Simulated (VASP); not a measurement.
Write the native input for VASP 6.6.1 that does the following.

- Task: single point
- Functional: PBE
- Potentials or basis: VASP PAW PBE potentials, release 64 (Al, N)
- Cutoff: 520 eV
- k mesh: 9 × 9 × 6
- Occupations: gaussian, width 0.05 eV
- Spin: no spin polarisation
- Dipole correction: no
- Further INCAR settings: ALGO = Normal; EDIFF = 1e-07; NBANDS = 16

The structure of AlN lies in POSCAR:

```
AlN
1.0
    3.3963163242      0.0000000000      0.0000000000
   -1.6981581621      2.9412962160      0.0000000000
    0.0000000000      0.0000000000      4.2922799977
Al N
2 2
Direct
    0.3333333333      0.6666666667      0.7500000000
    0.6666666667      0.3333333333      0.2500000000
    0.3333333333      0.6666666667      0.2500000000
    0.6666666667      0.3333333333      0.7500000000
```

The input as run:

INCAR

```
PREC = Accurate
ENCUT = 520
EDIFF = 1E-7
ISMEAR = 0
SIGMA = 0.05
LREAL = False
LASPH = True
NELM = 100
ALGO = Normal
ISIF = 2
LWAVE = False
LCHARG = False
GGA = PE
NBANDS = 16
```

KPOINTS

```
Automatic mesh
0
Gamma
  9 9 6
```

Potentials or basis: VASP PAW PBE potentials, release 64 (Al, N).

Run with:

```sh
$ cat potpaw_PBE.64/Al/POTCAR potpaw_PBE.64/N/POTCAR > POTCAR
$ mpirun -np 1 vasp_std > vasp.out
```

It gave:

```
Pressure               : -13.4 GPa
Band gap on the k mesh : 2.70 eV, direct
```

Wall time 30 s on 1 thread of AMD EPYC 9R45 (Zen 5) (shared host), peak memory 0.13 GiB.
